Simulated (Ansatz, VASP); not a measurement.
## BeTe in VASP and in Ansatz

```
Be Te
1.0
     2.80888    2.80888    0.00000
    -2.80888    2.80888    0.00000
     0.00000    2.80888    2.80888
Be Te
1 1
Direct
  0.00000 0.00000 0.00000
  0.75000 0.25000 0.50000
```

Alike in both runs: task single point; functional LDA; k mesh 8 × 8 × 8; no spin polarisation.

```csv
,VASP,Ansatz
version,VASP 6.6.1,Ansatz 0.2.0
potentials or method,"VASP PAW LDA potentials, release 64 (Be, Te), cutoff 520 eV","all-electron LAPW, scalar-relativistic"
occupations,"gaussian, width 0.01 eV",fixed
```

```csv
,VASP,Ansatz,Ansatz less VASP
gap on the k mesh at the Fermi level (eV),1.85,1.87,+0.017
pressure (GPa),-1.8,-2.0,-0.23
```

LDA's correlation is that of Perdew and Zunger in VASP and of Perdew and Wang (1992) in Ansatz. Ansatz ran all-electron here, and VASP with PAW potentials.

Neither program's run includes spin-orbit coupling.
